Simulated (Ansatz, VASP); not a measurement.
# SnO: VASP beside Ansatz

The input INCAR:

```
SYSTEM = SnO
PREC = Accurate
ENCUT = 520
EDIFF = 1E-6
ISMEAR = 0
SIGMA = 0.05
LREAL = .FALSE.
LASPH = .TRUE.
NELM = 60
ALGO = Normal
ISIF = 2
LWAVE = .FALSE.
LCHARG = .TRUE.
LDIPOL = .TRUE.
IDIPOL = 3
DIPOL = 0.5 0.5 0.394
GGA = PE
IVDW = 12
LELF = .TRUE.
LVHAR = .TRUE.
LVACPOTAV = .TRUE.
NBANDS = 50
```

The input KPOINTS:

```
Automatic mesh
0
G
  7 7 1
  0 0 0
```

POSCAR

```
SnO
1.0
    3.8201636883      0.0000000000      0.0000000000
    0.0000000000      3.8201636883      0.0000000000
    0.0000000000      0.0000000000     22.2260802162
Sn O
4 4
Direct
    0.7500000000      0.2500000000      0.2024648501
    0.2500000000      0.7500000000      0.3087831971
    0.6250000000      1.1250000000      0.4797535150
    1.1250000000      0.6250000000      0.5860718620
    0.2500000000      0.2500000000      0.2556240236
    0.7500000000      0.7500000000      0.2556240236
    1.1250000000      1.1250000000      0.5329126885
    0.6250000000      0.6250000000      0.5329126885
```

Input for Ansatz:

```yaml
crystal:
  lattice:
    - [3.8201636883, 0.0, 0.0]
    - [0.0, 3.8201636883, 0.0]
    - [0.0, 0.0, 22.2260802162]
  atoms:
    - { symbol: Sn, position: [0.75, 0.25, 0.2024648501] }
    - { symbol: O, position: [0.25, 0.25, 0.2556240236] }
    - { symbol: O, position: [0.75, 0.75, 0.2556240236] }
    - { symbol: Sn, position: [0.25, 0.75, 0.3087831971] }
    - { symbol: Sn, position: [0.625, 1.125, 0.479753515] }
    - { symbol: O, position: [1.125, 1.125, 0.5329126885] }
    - { symbol: O, position: [0.625, 0.625, 0.5329126885] }
    - { symbol: Sn, position: [1.125, 0.625, 0.586071862] }
basis:
  ecutwfc: 420
kpoints:
  mp_grid: { grid: [7, 7, 1] }
hamiltonian:
  xc: pbe
  pseudopotentials: { kind: paw, azcp: { folder: soft_1 } }
  dispersion: d3bj
scf:
  occupations: { method: gaussian, width: 0.05 }
output:
  forces: true
  eigenvalues: true
efield:
  axis: 3
  dipole_correction: true
  ramp_width: 0.04
```

Alike in both runs: task single point; functional PBE; dispersion D3(BJ); k mesh 7 × 7 × 1; occupations gaussian, width 0.05 eV; no spin polarisation.

```csv
,VASP,Ansatz
version,VASP 6.6.1,Ansatz 0.2.0
potentials or method,"VASP PAW PBE potentials, release 64 (Sn_d, O), cutoff 520 eV","scalar-relativistic, plane waves, PAW"
valence electrons in the cell,80,80
```

VASP gave:

* gap on the k mesh at the Fermi level (eV): 2.40
* least direct gap on the mesh (eV): 2.51
* rms of the force components (eV/Å): 0.056

Q: Which values does Ansatz return?

A: gap on the k mesh at the Fermi level (eV): 2.41; least direct gap on the mesh (eV): 2.55; rms of the force components (eV/Å): 0.028.
